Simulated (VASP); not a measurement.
Crystal: BN.

```
B N
1.0
     2.38417    0.00000    0.00000
    -1.19209    2.06475    0.00000
     0.00000    0.00000    3.89335
B N
2 2
Direct
  0.33333 0.66667 0.00000
  0.66667 0.33333 0.50000
  0.33333 0.66667 0.37500
  0.66667 0.33333 0.87500
```

```yaml
Program: VASP 6.6.1
Task: relaxation of cell and atoms
Functional: PBE
Potentials_or_basis: VASP PAW PBE potentials, release 64 (B, N)
Cutoff: 600 eV
k_mesh: 12 × 12 × 6
Occupations: fermi-dirac, width 0.02 eV
Spin: no spin polarisation
```

At the start: pressure 122.7 GPa; volume 4.79 Å³/atom.

**Question.** How do energy, volume and symmetry change on relaxing?

**Answer.** Over 8 steps the energy falls by 383.8 meV/atom and the volume is 5.97 Å³/atom (+24.7 %); space group P6_3mc (No. 186, to 0.05 Å).

Step by step:
```csv
step,energy change (eV),largest force (eV/Å),pressure (GPa),volume (Å³)
1,0.0000,0.0634,122.71,19.17
2,0.2209,0.3629,-62.06,31.25
3,-1.5315,0.0515,-4.15,24.16
4,-1.5350,0.0430,-0.84,23.94
5,-1.5351,0.0392,0.77,23.84
6,-1.5351,0.0383,0.77,23.84
7,-1.5351,0.0014,0.76,23.84
8,-1.5353,0.0011,-0.04,23.89
```

Final structure:
```
B N
1.0
     2.55518    0.00000    0.00000
    -1.27759    2.21285    0.00000
     0.00000    0.00000    4.22541
B N
2 2
Direct
  0.33333 0.66667 0.00020
  0.66667 0.33333 0.50020
  0.33333 0.66667 0.37480
  0.66667 0.33333 0.87480
```

Caveat: the volume moved by over 15 % at a fixed basis, so the end points are rough.
